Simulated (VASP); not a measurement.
A run of VASP 6.6.1 is set up as follows.

File INCAR:

```
SYSTEM = Mo3W2
  PREC = Accurate
  ENCUT = 500
  EDIFF = 1E-6
  ISMEAR = 1
  SIGMA = 0.1
  LREAL = .FALSE.
  LASPH = .TRUE.
  NELM = 120
  ALGO = Normal
  ISIF = 2
  LWAVE = .FALSE.
  LCHARG = .FALSE.
  GGA = PE
  NBANDS = 43
  GGA_COMPAT = .FALSE.
```

Contents of KPOINTS:

```
Automatic mesh
0
G
  14 14 14
  0 0 0
```

POSCAR

```
Mo3W2
1.0
    0.0000000000      2.1976365473     10.9741288621
    1.5530493686      0.0000000000     10.9741288621
    1.5530493686      2.1976365473      0.0000000000
Mo W
3 2
Direct
    0.9007484343      0.9007484343      0.0992515657
    0.5000000000      0.5000000000      0.5000000000
    0.0992515657      0.0992515657      0.9007484343
    0.6994720850      0.6994720850      0.3005279150
    0.3005279150      0.3005279150      0.6994720850
```

Potentials or basis: VASP PAW PBE potentials, release 64 (Mo_sv, W_sv).

The run is started by

```sh
$ cat potpaw_PBE.64/Mo_sv/POTCAR potpaw_PBE.64/W_sv/POTCAR > POTCAR
$ mpirun -np 1 vasp_std > vasp.out
```

Task: Estimate the pressure.

Result: 20.3 GPa.

Task: Predict the largest force.

Result: 0.008 eV/Å.

Task: Estimate the band gap on the k mesh.

Result: Zero (bands 35 and 36 overlap by 2.82 eV).

Forces in eV/Å, atoms in the order of the input:
```
Mo   0.000  0.000  0.008
Mo   0.000  0.000  0.000
Mo   0.000  0.000 -0.008
W    0.000  0.000 -0.005
W    0.000  0.000  0.005
```

Caveat: the cell stands under pressure; spin-orbit coupling is left out, which moves the levels of the heavy elements.
